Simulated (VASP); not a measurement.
# BaZrO3 (Pm-3m) in VASP: further runs

The runs below take BaZrO3 through single point, with PBE.

Program: VASP 6.6.1. These are calculated values, not measurements. Logs are shortened: lines on timing, memory, paths and dates and some standing lists are left out, and cuts for length are marked.

## Step 1: The cell of the first run

Symmetry: Pm-3m, No. 221, cubic system. The conventional cell has a = 4.141 Å, b = 4.141 Å, c = 4.141 Å, α = 90.00°, β = 90.00°, γ = 90.00°. Ba (site symmetry m-3m) has 12 O at 2.93 Å and 8 Zr at 3.59 Å within 3.9 Å. Zr (site symmetry m-3m) has 6 O at 2.07 Å within 2.7 Å. O (site symmetry 4/mmm) has 2 Zr at 2.07 Å within 2.7 Å.

## Step 2: Single point, PBE (volume scaled by 0.94)

INCAR

```
SYSTEM = BaZrO3
  PREC = Accurate
  ENCUT = 520
  EDIFF = 1E-6
  ISMEAR = 0
  SIGMA = 0.02
  LREAL = .False.
  LASPH = .True.
  NELM = 80
  ALGO = Normal
  ISIF = 2
  LWAVE = .False.
  LCHARG = .False.
  GGA = PE
  NBANDS = 28
```

KPOINTS

```
Automatic mesh
0
Gamma
  6 6 6
  0 0 0
```

POSCAR

```
BaZrO3
1.0
    4.1408698133      0.0000000000      0.0000000000
    0.0000000000      4.1408698133      0.0000000000
    0.0000000000      0.0000000000      4.1408698133
Ba Zr O
1 1 3
Direct
    0.0000000000      0.0000000000      0.0000000000
    0.5000000000      0.5000000000      0.5000000000
    0.0000000000      0.5000000000      0.5000000000
    0.5000000000      0.0000000000      0.5000000000
    0.5000000000      0.5000000000      0.0000000000
```

Potentials or basis: VASP PAW PBE potentials, release 64 (Ba_sv, Zr_sv, O).

Launch:

```sh
cat potpaw_PBE.64/Ba_sv/POTCAR potpaw_PBE.64/Zr_sv/POTCAR potpaw_PBE.64/O/POTCAR > POTCAR
mpirun -np 1 vasp_std > vasp.out
```

OUTCAR:

```text
SYSTEM = BaZrO3
   PREC = Accurate
   ENCUT = 520
   EDIFF = 1E-6
   ISMEAR = 0
   LREAL = .False.
   LASPH = .True.
   NELM = 80
   ISIF = 2
   GGA = PE

 ion  position               nearest neighbor table
   1  0.000  0.000  0.000-   3 2.93   4 2.93   5 2.93   3 2.93   4 2.93   3 2.93   5 2.93   3 2.93
                             4 2.93   5 2.93   4 2.93   5 2.93   2 3.59   2 3.59   2 3.59   2 3.59
   2  0.500  0.500  0.500-   3 2.07   4 2.07   5 2.07   5 2.07   4 2.07   3 2.07   1 3.59   1 3.59
                             1 3.59   1 3.59   1 3.59   1 3.59   1 3.59   1 3.59
   3  0.000  0.500  0.500-   2 2.07   2 2.07   1 2.93   1 2.93   1 2.93   1 2.93
   4  0.500  0.000  0.500-   2 2.07   2 2.07   1 2.93   1 2.93   1 2.93   1 2.93
   5  0.500  0.500  0.000-   2 2.07   2 2.07   1 2.93   1 2.93   1 2.93   1 2.93

  LATTYP: Found a simple cubic cell.
 ALAT       =     4.1408698133

  Lattice vectors:

 A1 = (   4.1408698133,   0.0000000000,   0.0000000000)
 A2 = (   0.0000000000,   4.1408698133,   0.0000000000)
 A3 = (   0.0000000000,   0.0000000000,   4.1408698133)

Analysis of symmetry for initial positions (statically):
=====================================================================
 Subroutine PRICEL returns:
 Original cell was already a primitive cell.

 Routine SETGRP: Setting up the symmetry group for a
 simple cubic supercell.

 Subroutine GETGRP returns: Found 48 space group operations
 (whereof 48 operations were pure point group operations)
 out of a pool of 48 trial point group operations.

The static configuration has the point symmetry O_h .

Analysis of symmetry for dynamics (positions and initial velocities):
=====================================================================
 Subroutine PRICEL returns:
 Original cell was already a primitive cell.

 Routine SETGRP: Setting up the symmetry group for a
 simple cubic supercell.

 Subroutine GETGRP returns: Found 48 space group operations
 (whereof 48 operations were pure point group operations)
 out of a pool of 48 trial point group operations.

The dynamic configuration has the point symmetry O_h .

 Subroutine INISYM returns: Found 48 space group operations
 (whereof 48 operations are pure point group operations),
 and found     1 'primitive' translations

----------------------------------------------------------------------------------------

                                     Primitive cell

  volume of cell :      71.0027

  direct lattice vectors                    reciprocal lattice vectors
     4.140869813  0.000000000  0.000000000     0.241495156  0.000000000  0.000000000
     0.000000000  4.140869813  0.000000000     0.000000000  0.241495156  0.000000000
     0.000000000  0.000000000  4.140869813     0.000000000  0.000000000  0.241495156

  length of vectors
     4.140869813  4.140869813  4.140869813     0.241495156  0.241495156  0.241495156

  position of ions in fractional coordinates (direct lattice)
     0.000000000  0.000000000  0.000000000
     0.500000000  0.500000000  0.500000000
     0.000000000  0.500000000  0.500000000
     0.500000000  0.000000000  0.500000000
     0.500000000  0.500000000  0.000000000

  ion indices of the primitive-cell ions
   primitive index   ion index
                 1           1
                 2           2
                 3           3
                 4           4
                 5           5

----------------------------------------------------------------------------------------

 KPOINTS: Automatic mesh

Automatic generation of k-mesh.
 Grid dimensions read from file:
 generate k-points for:    6    6    6

 Generating k-lattice:

  Cartesian coordinates                     Fractional coordinates (reciprocal lattice)
     0.040249193  0.000000000  0.000000000     0.166666667  0.000000000  0.000000000
     0.000000000  0.040249193  0.000000000     0.000000000  0.166666667  0.000000000
     0.000000000  0.000000000  0.040249193     0.000000000  0.000000000  0.166666667

  Length of vectors
     0.040249193  0.040249193  0.040249193

  Shift w.r.t. Gamma in fractional coordinates (k-lattice)
     0.000000000  0.000000000  0.000000000

 Subroutine IBZKPT returns following result:
 ===========================================

 Found     20 irreducible k-points:

 Following reciprocal coordinates:
            Coordinates               Weight
  0.000000  0.000000  0.000000      1.000000
  0.166667  0.000000  0.000000      6.000000
  0.333333  0.000000  0.000000      6.000000
  0.500000  0.000000  0.000000      3.000000
  0.166667  0.166667  0.000000     12.000000
  0.333333  0.166667  0.000000     24.000000
[... 12 lines left out ...]
  0.500000  0.500000  0.333333      6.000000
  0.500000  0.500000  0.500000      1.000000
   k-points           NKPTS =     20   k-points in BZ     NKDIM =     20   number of bands    NBANDS=     28
   number of dos      NEDOS =    301   number of ions     NIONS =      5
   total plane-waves  NPLWV =  32768
   dimension x,y,z NGX =    32 NGY =   32 NGZ =   32
   dimension x,y,z NGXF=    64 NGYF=   64 NGZF=   64
   ions per type =               1   1   3
   NGX,Y,Z   is equivalent  to a cutoff of  12.85, 12.85, 12.85 a.u.
   NGXF,Y,Z  is equivalent  to a cutoff of  25.69, 25.69, 25.69 a.u.
 SYSTEM =  BaZrO3
   PREC   = accura    normal or accurate (medium, high low for compatibility)
   ISTART =      0    job   : 0-new  1-cont  2-samecut
   ICHARG =      2    charge: 1-file 2-atom 10-const
   ISPIN  =      1    spin polarized calculation?
   LNONCOLLINEAR =      F non collinear calculations
   LSORBIT =      F    spin-orbit coupling
   LASPH  =      T    aspherical Exc in radial PAW
   ENCUT  =  520.0 eV  38.22 Ry    6.18 a.u.   7.70  7.70  7.70*2*pi/ulx,y,z
   NELM   =     80;   NELMIN=  2; NELMDL= -5     # of ELM steps
   EDIFF  = 0.1E-05   stopping-criterion for ELM
   LREAL  =      F    real-space projection
[... 7 lines left out ...]
   TEBEG  =    0.0;   TEEND  =   0.0 temperature during run
   PSTRESS=    0.0 pullay stress
   NELECT =      40.0000    total number of electrons
   NUPDOWN=      -1.0000    fix difference up-down
   EMIN   =  10.00;   EMAX   =-10.00  energy-range for DOS
   EFERMI =   0.00;   METHOD = LEGACY
   ISMEAR =     0;   SIGMA  =   0.02  broadening in eV -4-tet -1-fermi 0-gaus
   EFERMI_NEDOS =   21; number of points for ismear=-14 and -15
   IALGO  =     38    algorithm
   IMIX   =      4    mixing-type and parameters
     AMIX     =   0.40;   BMIX     =  1.00
     AMIX_MAG =   1.60;   BMIX_MAG =  1.00
  volume/ion in A,a.u.               =      14.20        95.83
  Fermi-wavevector in a.u.,A,eV,Ry     =   1.352083  2.555066 24.873186  1.828128
  Thomas-Fermi vector in A             =   2.479451
   LORBIT       =      0    0 simple, 1 ext, 2 COOP (PROOUT), +10 PAW based schemes
   GGA     = PE    functional components
   LHFCALC =     F    Hartree Fock is set to
   AEXX    =    0.0000 exact exchange contribution
   IVDW    =     0    specifies the selected vdW correction
   LEPSILON=     F    determine dielectric tensor
   LRPA    =     F    only Hartree local field effects (RPA)
 non-spin polarized calculation
 Gauss-broadening in eV      SIGMA  =   0.02
  energy-cutoff  :      520.00
  volume of cell :       71.00
 maximum number of plane-waves:      1936
 NGX is ok and might be reduce to    32
   NGX = 15   NGY = 15   NGZ = 15

 number of electron      40.0000018 magnetization

 Free energy of the ion-electron system (eV)
  ---------------------------------------------------
  ext. energy  EPLUGINS =         0.00000000
  ---------------------------------------------------
  free energy    TOTEN  =       -41.54618094 eV

  energy without entropy =      -41.54618094  energy(sigma->0) =      -41.54618094

 E-fermi :   4.2776     XC(G=0): -10.9562

 val. band max:        4.0535945399   @ k =   0.5000   0.5000   0.5000
 cond. band min:       7.3199675734   @ k =   0.0000   0.0000   0.0000
 fundamental gap:      3.2663730335
 Fermi energy:         4.2775767174

 k-point     1 :       0.0000    0.0000    0.0000
  band No.  band energies     occupation
      1     -42.7384      2.00000
      2     -21.1543      2.00000
      3     -20.9519      2.00000
      4     -20.9519      2.00000
      5     -20.9519      2.00000
      6     -12.3785      2.00000
[... 20 lines left out ...]
     27      11.8939      0.00000
     28      11.8939      0.00000

 k-point     2 :       0.1667    0.0000    0.0000
  band No.  band energies     occupation
      1     -42.7373      2.00000
      2     -21.2304      2.00000
      3     -20.9497      2.00000
      4     -20.9497      2.00000
      5     -20.9339      2.00000
      6     -12.3978      2.00000
[... 20 lines left out ...]
     27      11.8961      0.00000
     28      12.4571      0.00000

 k-point     3 :       0.3333    0.0000    0.0000
  band No.  band energies     occupation
      1     -42.7352      2.00000
      2     -21.3731      2.00000
      3     -20.9455      2.00000
      4     -20.9455      2.00000
      5     -20.8998      2.00000
      6     -12.5289      2.00000
[... 20 lines left out ...]
     27      11.8946      0.00000
     28      12.2993      0.00000

 k-point     4 :       0.5000    0.0000    0.0000
  band No.  band energies     occupation
      1     -42.7342      2.00000
      2     -21.4409      2.00000
      3     -20.9434      2.00000
      4     -20.9434      2.00000
      5     -20.8829      2.00000
      6     -12.5993      2.00000
[... 454 lines left out ...]
     27      12.5329      0.00000
     28      13.2357      0.00000

 k-point    19 :       0.5000    0.5000    0.3333
  band No.  band energies     occupation
      1     -42.7270      2.00000
      2     -21.2339      2.00000
      3     -21.2339      2.00000
      4     -21.1606      2.00000
      5     -21.0098      2.00000
      6     -11.3709      2.00000
[... 20 lines left out ...]
     27      12.7999      0.00000
     28      13.5704      0.00000

 k-point    20 :       0.5000    0.5000    0.5000
  band No.  band energies     occupation
      1     -42.7259      2.00000
      2     -21.2308      2.00000
      3     -21.2308      2.00000
      4     -21.2308      2.00000
      5     -20.9990      2.00000
      6     -11.0480      2.00000
[... 20 lines left out ...]
     27      13.4398      0.00000
     28      13.4398      0.00000

------------------------ aborting loop because EDIFF is reached ----------------------------------------

  FORCE on cell =-STRESS in cart. coord.  units (eV):
  Direction    XX          YY          ZZ          XY          YZ          ZX
  --------------------------------------------------------------------------------------
  -------------------------------------------------------------------------------------
  Total        5.2480115      5.2480115      5.2480115      0.0000000      0.0000000      0.0000000
  in kB      118.4215199    118.4215199    118.4215199      0.0000000      0.0000000      0.0000000
  external PRESSURE =     118.4215199 kB  Pullay stress =       0.0000000 kB

 VOLUME and BASIS-vectors are now :
 -----------------------------------------------------------------------------
  energy-cutoff  :      520.00
  volume of cell :       71.00
      direct lattice vectors                 reciprocal lattice vectors
     4.140869813  0.000000000  0.000000000     0.241495156  0.000000000  0.000000000
     0.000000000  4.140869813  0.000000000     0.000000000  0.241495156  0.000000000
     0.000000000  0.000000000  4.140869813     0.000000000  0.000000000  0.241495156

 POSITION                                       TOTAL-FORCE (eV/Angst)
 -----------------------------------------------------------------------------------
      0.00000      0.00000      0.00000         0.000000      0.000000      0.000000
      2.07043      2.07043      2.07043         0.000000      0.000000      0.000000
      0.00000      2.07043      2.07043         0.000000      0.000000      0.000000
      2.07043      0.00000      2.07043         0.000000      0.000000      0.000000
      2.07043      2.07043      0.00000         0.000000      0.000000      0.000000
 -----------------------------------------------------------------------------------
    total drift:                                0.000000     -0.000000     -0.000000

  FREE ENERGIE OF THE ION-ELECTRON SYSTEM (eV)
  ---------------------------------------------------
  free  energy   TOTEN  =       -41.5461809386 eV

  energy  without entropy=      -41.5461809386  energy(sigma->0) =      -41.54618094
```

Run time: 23 s. Hardware: 1 thread of Intel Xeon 6975P-C (Granite Rapids), shared host; peak memory 0.19 GiB.

Results:

| Property | Result |
| --- | --- |
| Free energy | -41.5462 eV |
| Pressure | 11.8 GPa |
| Band gap on the k mesh | 3.27 eV, indirect (least direct gap 3.45 eV) |

Levels at points of the mesh, in eV from the valence-band top:
```tsv
k point	band 18	band 19	band 20	band 21	band 22	band 23
(0.00, 0.00, 0.00)	-0.18	-0.18	-0.18	3.27	3.27	3.27
(0.50, 0.00, 0.00)	-1.78	-0.39	-0.39	3.75	5.95	5.95
(0.50, 0.50, 0.00)	-0.92	-0.69	-0.08	5.92	5.92	6.67
(0.50, 0.50, 0.50)	0.00	0.00	0.00	6.12	6.12	6.12
```

Caveat: the cell differs from its parent crystal (volume scaled by 0.94); spin-orbit coupling is left out, which moves the levels of the heavy elements.

## Step 3: Single point, PBE

This run uses another cell than the first one, of 14.73 Å³/atom, 1.037 times its volume.

INCAR

```
SYSTEM = BaZrO3
  ALGO = Normal
  EDIFF = 1E-6
  ENCUT = 520
  GGA = PE
  ISIF = 2
  ISMEAR = 0
  LASPH = .TRUE.
  LCHARG = .FALSE.
  LREAL = .FALSE.
  LWAVE = .FALSE.
  NBANDS = 28
  NELM = 100
  PREC = Accurate
  SIGMA = 0.02
```

KPOINTS

```
k-points
0
G
  6 6 6
  0 0 0
```

POSCAR: that of step 2 with these lines changed.

```diff
@@ -2,5 +2,5 @@
 1.0
-    4.1408698133      0.0000000000      0.0000000000
-    0.0000000000      4.1408698133      0.0000000000
-    0.0000000000      0.0000000000      4.1408698133
+    4.1913400000      0.0000000000      0.0000000000
+    0.0000000000      4.1913400000      0.0000000000
+    0.0000000000      0.0000000000      4.1913400000
 Ba Zr O
```

Potentials or basis: VASP PAW PBE potentials, release 64 (Ba_sv, Zr_sv, O).

Launch:

```sh
cat potpaw_PBE.64/Ba_sv/POTCAR potpaw_PBE.64/Zr_sv/POTCAR potpaw_PBE.64/O/POTCAR > POTCAR
mpirun -np 1 vasp_std > vasp.out
```

OUTCAR:

```text
SYSTEM = BaZrO3
   EDIFF = 1E-6
   ENCUT = 520
   GGA = PE
   ISIF = 2
   ISMEAR = 0
   LASPH = .TRUE.
   LREAL = .FALSE.
   NELM = 100
   PREC = Accurate

 ion  position               nearest neighbor table
   1  0.000  0.000  0.000-   3 2.96   4 2.96   5 2.96   3 2.96   4 2.96   3 2.96   5 2.96   3 2.96
                             4 2.96   5 2.96   4 2.96   5 2.96   2 3.63   2 3.63   2 3.63   2 3.63
   2  0.500  0.500  0.500-   3 2.10   4 2.10   5 2.10   5 2.10   4 2.10   3 2.10   1 3.63   1 3.63
[... 822 lines left out ...]
  -------------------------------------------------------------------------------------
  Total        2.3409479      2.3409479      2.3409479      0.0000000      0.0000000      0.0000000
  in kB       50.9382067     50.9382067     50.9382067      0.0000000      0.0000000      0.0000000
  external PRESSURE =      50.9382067 kB  Pullay stress =       0.0000000 kB

 VOLUME and BASIS-vectors are now :
 -----------------------------------------------------------------------------
  energy-cutoff  :      520.00
  volume of cell :       73.63
      direct lattice vectors                 reciprocal lattice vectors
     4.191340000  0.000000000  0.000000000     0.238587182  0.000000000  0.000000000
     0.000000000  4.191340000  0.000000000     0.000000000  0.238587182  0.000000000
     0.000000000  0.000000000  4.191340000     0.000000000  0.000000000  0.238587182

 POSITION                                       TOTAL-FORCE (eV/Angst)
 -----------------------------------------------------------------------------------
      0.00000      0.00000      0.00000         0.000000      0.000000      0.000000
      2.09567      2.09567      2.09567         0.000000      0.000000      0.000000
      0.00000      2.09567      2.09567         0.000000      0.000000      0.000000
      2.09567      0.00000      2.09567         0.000000      0.000000      0.000000
      2.09567      2.09567      0.00000         0.000000      0.000000      0.000000
 -----------------------------------------------------------------------------------
    total drift:                                0.000000     -0.000000     -0.000000

  FREE ENERGIE OF THE ION-ELECTRON SYSTEM (eV)
  ---------------------------------------------------
  free  energy   TOTEN  =       -41.6861446529 eV

  energy  without entropy=      -41.6861446529  energy(sigma->0) =      -41.68614465
```

OSZICAR:

```text
N       E                     dE             d eps       ncg     rms          rms(c)
DAV:   1     0.305106908665E+03    0.30511E+03   -0.21869E+04  1120   0.140E+03
DAV:   2    -0.287691849343E+02   -0.33388E+03   -0.32350E+03  1384   0.350E+02
DAV:   3    -0.487268892086E+02   -0.19958E+02   -0.19879E+02  1780   0.804E+01
DAV:   4    -0.492505266422E+02   -0.52364E+00   -0.52292E+00  1508   0.103E+01
DAV:   5    -0.492591341545E+02   -0.86075E-02   -0.86067E-02  1616   0.110E+00    0.289E+01
DAV:   6    -0.417720039764E+02    0.74871E+01   -0.37869E+01  1324   0.383E+01    0.128E+01
DAV:   7    -0.416979369379E+02    0.74067E-01   -0.27393E+00  1556   0.906E+00    0.777E+00
DAV:   8    -0.416897987126E+02    0.81382E-02   -0.36615E-01  1308   0.428E+00    0.731E-01
DAV:   9    -0.416848700839E+02    0.49286E-02   -0.67104E-02  1516   0.141E+00    0.527E-01
DAV:  10    -0.416865191567E+02   -0.16491E-02   -0.17138E-02  1536   0.106E+00    0.256E-01
DAV:  11    -0.416860877170E+02    0.43144E-03   -0.21369E-03  1392   0.370E-01    0.394E-02
DAV:  12    -0.416861464486E+02   -0.58732E-04   -0.18618E-04  1332   0.926E-02    0.432E-02
DAV:  13    -0.416861444280E+02    0.20206E-05   -0.30688E-05  1624   0.362E-02    0.551E-03
DAV:  14    -0.416861446529E+02   -0.22489E-06   -0.42568E-06  1312   0.150E-02
   1 F= -.41686145E+02 E0= -.41686145E+02  d E =-.338538E-34
```

Run time: 25 s. Hardware: 1 thread of Intel Xeon 6975P-C (Granite Rapids), shared host; peak memory 0.19 GiB.

What came out:

| Item | Value |
| --- | --- |
| Free energy | -41.6861 eV |
| Pressure | 5.1 GPa |
| Band gap on the k mesh | 3.19 eV, indirect (least direct gap 3.41 eV) |

Levels at points of the mesh, in eV from the valence-band top:
```tsv
k point	band 16	band 17	band 18	band 19	band 20	band 21	band 22	band 23	band 24	band 25
(0.00, 0.00, 0.00)	-0.98	-0.98	-0.22	-0.22	-0.22	3.19	3.19	3.19	4.65	4.65
(0.50, 0.00, 0.00)	-1.73	-1.73	-1.68	-0.45	-0.45	3.64	5.71	5.71	6.43	6.68
(0.50, 0.50, 0.00)	-2.40	-0.93	-0.93	-0.79	-0.08	5.68	5.68	6.46	6.50	7.69
(0.50, 0.50, 0.50)	-2.54	-2.54	0.00	0.00	0.00	5.98	5.98	5.98	7.00	7.00
```

Caveat: spin-orbit coupling is left out, which moves the levels of the heavy elements. A k mesh can miss the band edges.
